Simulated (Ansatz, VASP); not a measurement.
BiTe5: VASP beside Ansatz

The input INCAR:

```
SYSTEM = BiTe5
PREC = Accurate
ENCUT = 520
EDIFF = 1E-6
ISMEAR = 0
SIGMA = 0.1
LREAL = .False.
LASPH = .True.
NELM = 60
ALGO = Normal
ISIF = 2
LWAVE = .False.
LCHARG = .False.
GGA = PE
NBANDS = 32
```

KPOINTS

```
Automatic mesh
0
Gamma
  6 6 1
  0 0 0
```

Contents of POSCAR:

```
BiTe5
1.0
    3.7101411200      0.0000000000      0.0000000000
    0.0000000000      3.7101411200      0.0000000000
    0.0000000000      0.0000000000     15.7160383300
Bi Te
1 5
Direct
    0.5000000000      0.5000000000      0.0000000000
    0.5000000000      0.5000000000      0.3344822800
    0.5000000000      0.5000000000      0.6655177200
    0.0000000000      0.0000000000      0.1759868000
    0.0000000000      0.0000000000      0.8240132000
    0.0000000000      0.0000000000      0.5000000000
```

Input for Ansatz:

```yaml
crystal:
  lattice:
    - [3.71014112, 0.0, 0.0]
    - [0.0, 3.71014112, 0.0]
    - [0.0, 0.0, 15.71603833]
  atoms:
    - { symbol: Bi, position: [0.5, 0.5, 0.0] }
    - { symbol: Te, position: [0.5, 0.5, 0.33448228] }
    - { symbol: Te, position: [0.5, 0.5, 0.66551772] }
    - { symbol: Te, position: [0.0, 0.0, 0.1759868] }
    - { symbol: Te, position: [0.0, 0.0, 0.8240132] }
    - { symbol: Te, position: [0.0, 0.0, 0.5] }
basis:
  ecutwfc: 420
kpoints:
  mp_grid: { grid: [6, 6, 1] }
hamiltonian:
  xc: pbe
scf:
  occupations: { method: gaussian, width: 0.1 }
  lower_state_search: "off"
output:
  forces: true
  stress: true
  eigenvalues: true
```

Change from the starting cell: species swapped into the Hf5Pb type (P4/mmm, No. 123).

Alike in both runs: task single point; functional PBE; k mesh 6 × 6 × 1; occupations gaussian, width 0.1 eV; no spin polarisation.

```csv
,VASP,Ansatz
version,VASP 6.6.1,Ansatz 0.2.0
potentials or method,"VASP PAW PBE potentials, release 64 (Bi_d, Te), cutoff 520 eV","scalar-relativistic, plane waves, PAW"
valence electrons in the cell,45,95
```

```tsv
	VASP	Ansatz	Ansatz less VASP
gap on the k mesh at the Fermi level (eV)	none	none	-
pressure (GPa)	-6.7	-6.6	+0.05
traceless stress, the component that is largest in VASP (GPa)	-1.04	-1.04	+0.001
rms of the force components (eV/Å)	0.039	0.039	+0.0002
```

Atom by atom the forces differ by 0.001 eV/Å (rms over components). A gap of «none» marks a metal or a gap that the smearing closes. With one functional, cell and mesh, what is left measures potentials, basis and numerics. VASP's potentials hold 45 valence electrons a cell and Ansatz's 95, so a difference there can come from the potentials and not from the codes.

The k mesh is coarse, so the values compare programs but aren't converged. Neither program's run includes spin-orbit coupling.
